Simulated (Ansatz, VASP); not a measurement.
# CsSnI3: VASP beside Ansatz

Contents of POSCAR:

```
CsSnI3
1.0
    6.3663205189      0.0000000000      0.0000000000
    0.0000000000      6.3663205189      0.0000000000
    0.0000000000      0.0000000000      6.2115700546
Cs Sn I
1 1 3
Direct
    0.0000000000      0.0000000000      0.0000000000
    0.5000000000      0.5000000000      0.5000000000
    0.5000000000      0.5000000000      0.0000000000
    0.5000000000      0.0000000000      0.5000000000
    0.0000000000      0.5000000000      0.5000000000
```

INCAR.step1

```
  PREC = Accurate
  ENCUT = 520
  EDIFF = 1E-5
  ISMEAR = 0
  SIGMA = 0.01
  LREAL = F
  LASPH = T
  NELM = 80
  ALGO = Normal
  ISIF = 2
  LWAVE = T
  LCHARG = F
  NBANDS = 30
  GGA = PE
```

Contents of INCAR.step2:

```
  PREC = Accurate
  ENCUT = 520
  EDIFF = 1E-7
  ISMEAR = 0
  SIGMA = 0.01
  LREAL = F
  LASPH = T
  NELM = 80
  ALGO = Normal
  ISIF = 2
  LWAVE = F
  LCHARG = F
  GGA = PE
  LHFCALC = T
  HFSCREEN = 0.2079
  PRECFOCK = Fast
  NBANDS = 30
  ISTART = 1
```

Contents of KPOINTS:

```
regular mesh
0
Gamma
  2 2 2
```

Input for Ansatz:

```yaml
crystal:
  lattice:
    - [6.3663205189, 0.0, 0.0]
    - [0.0, 6.3663205189, 0.0]
    - [0.0, 0.0, 6.2115700546]
  atoms:
    - { symbol: Cs, position: [0.0, 0.0, 0.0] }
    - { symbol: Sn, position: [0.5, 0.5, 0.5] }
    - { symbol: I, position: [0.5, 0.5, 0.0] }
    - { symbol: I, position: [0.5, 0.0, 0.5] }
    - { symbol: I, position: [0.0, 0.5, 0.5] }
kpoints:
  mp_grid: { grid: [2, 2, 2] }
  band_path:
    path: [[0.0, 0.0, 0.0], [0.0, 0.5, 0.0], [0.5, 0.5, 0.0], [0.5, 0.5, 0.5]]
    npoints: 1
hamiltonian:
  xc: hse06
scf:
  occupations: { method: fixed }
  n_extra_bands: 5
output:
  forces: true
  stress: true
  eigenvalues: true
```

Change from the starting cell: epitaxial_xy strain +2.0%.

Alike in both runs: task single point; functional HSE06; k mesh 2 × 2 × 2; no spin polarisation.

```csv
,VASP,Ansatz
version,VASP 6.6.1,Ansatz 0.2.0
potentials or method,"VASP PAW PBE potentials, release 64 (Cs_sv, Sn_d, I)","plane waves, PAW"
plane-wave cutoff (eV),520,420
occupations,"gaussian, width 0.01 eV",fixed
valence electrons in the cell,44,74
```

```csv
,VASP,Ansatz,Ansatz less VASP
gap on the k mesh at the Fermi level (eV),0.94,0.94,-0.002
pressure (GPa),0.7,0.7,+0.04
"traceless stress, the component that is largest in VASP (GPa)",0.62,0.62,+0.004
```

VASP's potentials hold 44 valence electrons a cell and Ansatz's 74, so a difference there can come from the potentials and not from the codes. Ansatz's warnings: stress exchange threshold loose, stress scf threshold loose.

The k mesh is coarse, so the values compare programs but aren't converged. Neither program's run includes spin-orbit coupling.
